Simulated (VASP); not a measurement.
CO2: single point with PBE+D3(BJ)

Crystal: CO2.

```
CELL_PARAMETERS angstrom
5.71940 0.00000 0.00000
0.00000 5.71940 0.00000
0.00000 0.00000 5.71940
ATOMIC_POSITIONS crystal
C 0.00000 0.00000 0.00000
C 0.50000 0.00000 0.50000
C 0.50000 0.50000 0.00000
C 0.00000 0.50000 0.50000
O 0.11800 0.11800 0.11800
O 0.38200 0.88200 0.61800
O 0.61800 0.38200 0.88200
O 0.88200 0.61800 0.38200
O 0.88200 0.88200 0.88200
O 0.61800 0.11800 0.38200
O 0.38200 0.61800 0.11800
O 0.11800 0.38200 0.61800
```

* Program: VASP 6.6.1
* Task: single point
* Functional: PBE
* Dispersion: D3(BJ)
* Potentials or basis: VASP PAW PBE potentials, release 64 (C, O)
* Cutoff: 520 eV
* k mesh: 4 × 4 × 4
* Occupations: gaussian, width 0.02 eV
* Spin: no spin polarisation
* Dipole correction: no
* Further INCAR settings: ALGO = Normal; EDIFF = 1e-06; NBANDS = 44

```json
{
  "Pressure": "1.4 GPa",
  "Largest force": "0.630 eV/Å",
  "Band gap on the k mesh": "6.72 eV",
  "Dispersion energy per atom": "-0.065 eV"
}
```

Forces in eV/Å, atoms in the order of the input:
```
C    0.000  0.000  0.000
C    0.000  0.000  0.000
C    0.000  0.000  0.000
C    0.000  0.000  0.000
O    0.364  0.364  0.364
O   -0.364 -0.364  0.364
O    0.364 -0.364 -0.364
O   -0.364  0.364 -0.364
O   -0.364 -0.364 -0.364
O    0.364  0.364 -0.364
O   -0.364  0.364  0.364
O    0.364 -0.364  0.364
```

Levels at points of the mesh, in eV from the valence-band top:
```tsv
k point	band 28	band 29	band 30	band 31	band 32	band 33	band 34	band 35	band 36	band 37
(0.00, 0.00, 0.00)	-0.17	-0.17	-0.17	0.00	0.00	6.72	8.07	8.07	8.07	8.29
(0.50, 0.00, 0.00)	-0.31	-0.26	-0.26	-0.07	-0.07	8.00	8.00	8.13	8.13	8.35
(0.50, 0.50, 0.00)	-0.28	-0.24	-0.24	-0.24	-0.24	7.99	7.99	7.99	7.99	8.62
(0.50, 0.50, 0.50)	-0.28	-0.27	-0.27	-0.27	-0.27	8.01	8.01	8.01	8.01	8.82
```

It took 2.4 min on 1 thread of Intel Xeon 8259CL, on a shared host, peak memory 0.34 GiB.

A k mesh can miss the band edges. As with any semilocal functional, this PBE gap is likely too small.
